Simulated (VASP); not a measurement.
# KCl: single point with LDA

KCl:

```
K Cl
1.0
     0.00000    3.15610    3.18766
     3.15610    0.00000    3.18766
     3.15610    3.15610    0.00000
K Cl
1 1
Direct
  0.00000 0.00000 0.00000
  0.50000 0.50000 0.50000
```

This cell differs from its parent crystal: zz strain of +1 %.

| Item | Value |
| --- | --- |
| Program | VASP 6.6.1 |
| Task | single point |
| Functional | LDA |
| Potentials or basis | VASP PAW LDA potentials, release 64 (K_sv, Cl) |
| Cutoff | 520 eV |
| k mesh | 7 × 7 × 7 |
| Occupations | fermi-dirac, width 0.03 eV |
| Spin | no spin polarisation |

The pressure is -2.2 GPa and the band gap on the k mesh is 4.68 eV.

Stress tensor (GPa, compression positive):
```
-2.09  0.00  0.00
 0.00 -2.09  0.00
 0.00  0.00 -2.34
```

Levels at points of the mesh, in eV from the valence-band top:
| k point | band 4 | band 5 | band 6 | band 7 | band 8 | band 9 | band 10 | band 11 | band 12 | band 13 |
| --- | --- | --- | --- | --- | --- | --- | --- | --- | --- | --- |
| (0.00, 0.00, 0.00) | -10.58 | -10.58 | -0.01 | 0.00 | 0.00 | 4.68 | 8.03 | 8.10 | 8.10 | 8.97 |

It took 49 s on 1 thread of Intel Xeon 8259CL (shared host), peak memory 0.19 GiB.

Caveat: the cell differs from its parent crystal (zz strain of +1 %); an odd mesh through Γ misses points on the zone boundary, where band edges can lie.
